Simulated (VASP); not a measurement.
A run of VASP 6.6.1:

POSCAR

```
Cu
1.0
    0.0000000000      1.7885559419      1.7885559419
    1.7885559419      0.0000000000      1.7885559419
    1.7885559419      1.7885559419      0.0000000000
Cu
1
Direct
    0.0000000000      0.0000000000      0.0000000000
```

The input INCAR.step1:

```
SYSTEM = Cu
ALGO = Normal ; EDIFF = 1E-4
ENCUT = 520 ; GGA = PE
ISMEAR = -1 ; LASPH = .TRUE.
LCHARG = .FALSE. ; LREAL = .FALSE.
LWAVE = .TRUE. ; NBANDS = 12
NELM = 80 ; PREC = Accurate
SIGMA = 0.1
```

File INCAR.step2:

```
SYSTEM = Cu
ALGO = Normal ; EDIFF = 1E-6
ENCUT = 520 ; ISIF = 2
ISMEAR = -1 ; ISTART = 1
LASPH = .TRUE. ; LCHARG = .FALSE.
LMIXTAU = .TRUE. ; LREAL = .FALSE.
LWAVE = .FALSE. ; METAGGA = R2SCAN
NBANDS = 12 ; NELM = 80
PREC = Accurate ; SIGMA = 0.1
```

KPOINTS

```
k-points
0
G
  20 20 20
  0 0 0
```

Potentials or basis: VASP PAW PBE potentials, release 64 (Cu).

Run with:

```console
$ cat potpaw_PBE.64/Cu/POTCAR > POTCAR
$ cp INCAR.step1 INCAR
$ mpirun -np 1 vasp_std > vasp.out
$ cp INCAR.step2 INCAR
$ mpirun -np 1 vasp_std > vasp.out
```

Hardware: 1 thread of Intel Xeon 6975P-C (shared host).

Task: Estimate the wall time of this run.

Result: It took 91 s on 1 thread of Intel Xeon 6975P-C, on a shared host, peak memory 0.16 GiB. Counts: k points 256.
